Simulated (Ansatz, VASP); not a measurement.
# CdS: VASP beside Ansatz

```
Cd S
1.0
     4.16629    0.00000    0.00000
    -2.08315    3.60811    0.00000
     0.00000    0.00000    6.65464
Cd S
2 2
Direct
  0.33333 0.66667 0.99809
  0.66667 0.33333 0.49809
  0.33333 0.66667 0.37891
  0.66667 0.33333 0.87891
```

Change from the starting cell: strained cell.

Alike in both runs: functional PBEsol; k mesh 6 × 6 × 4; occupations gaussian, width 0.02 eV; no spin polarisation.

Ansatz relaxed the structure, and its values are those at the end. VASP's run is a single point on that final structure, the one shown.

```csv
,VASP,Ansatz
version,VASP 6.6.1,Ansatz 0.2.0
potentials or method,"VASP PAW PBE potentials, release 64 (Cd, S), cutoff 520 eV","scalar-relativistic, plane waves, PAW"
valence electrons in the cell,36,52
```

|  | VASP | Ansatz | Ansatz less VASP |
| --- | --- | --- | --- |
| gap on the k mesh at the Fermi level (eV) | 1.09 | 1.09 | -0.004 |
| least direct gap on the mesh (eV) | 1.09 | 1.09 | -0.004 |
| pressure (GPa) | -0.4 | -0.7 | -0.36 |

VASP's potentials were made for PBE, not for PBEsol, and Ansatz warns of the same on its side. VASP's potentials hold 36 valence electrons a cell and Ansatz's 52, so a difference there can come from the potentials and not from the codes. Ansatz's warnings: stress scf threshold loose.
